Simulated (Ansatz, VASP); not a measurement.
# ZnCu in VASP and in Ansatz

```
CELL_PARAMETERS angstrom
2.64585 0.00000 0.00000
-1.32292 2.29137 0.00000
0.00000 0.00000 18.10757
ATOMIC_POSITIONS crystal
Zn 0.33333 0.66667 0.17412
Zn 0.66667 0.33333 0.67412
Zn 0.33333 0.66667 0.32588
Zn 0.66667 0.33333 0.82588
Cu 0.33333 0.66667 0.55669
Cu 0.66667 0.33333 0.05669
Cu 0.33333 0.66667 0.94331
Cu 0.66667 0.33333 0.44331
```

Alike in both runs: functional PBE; k mesh 6 × 6 × 2; occupations gaussian, width 0.1 eV; no spin polarisation.

Ansatz relaxed the structure, and its values are those at the end. VASP's run is a single point on that final structure, the one shown.

```csv
,VASP,Ansatz
version,VASP 6.6.1,Ansatz 0.2.0
potentials or method,"VASP PAW PBE potentials, release 64 (Zn, Cu), cutoff 520 eV","scalar-relativistic, plane waves, PAW"
valence electrons in the cell,92,124
```

|  | VASP | Ansatz | Ansatz less VASP |
| --- | --- | --- | --- |
| gap on the k mesh at the Fermi level (eV) | none | none | - |
| pressure (GPa) | 0.3 | -0.1 | -0.46 |
| rms of the force components (eV/Å) | 0.005 | 0.003 | -0.0025 |

A gap of «none» marks a metal or a gap that the smearing closes. The functional is the same, so the differences come from potentials, cutoffs and numerics. VASP's potentials hold 92 valence electrons a cell and Ansatz's 124, so a difference there can come from the potentials and not from the codes.

The k mesh is coarse, so the values compare programs but aren't converged.
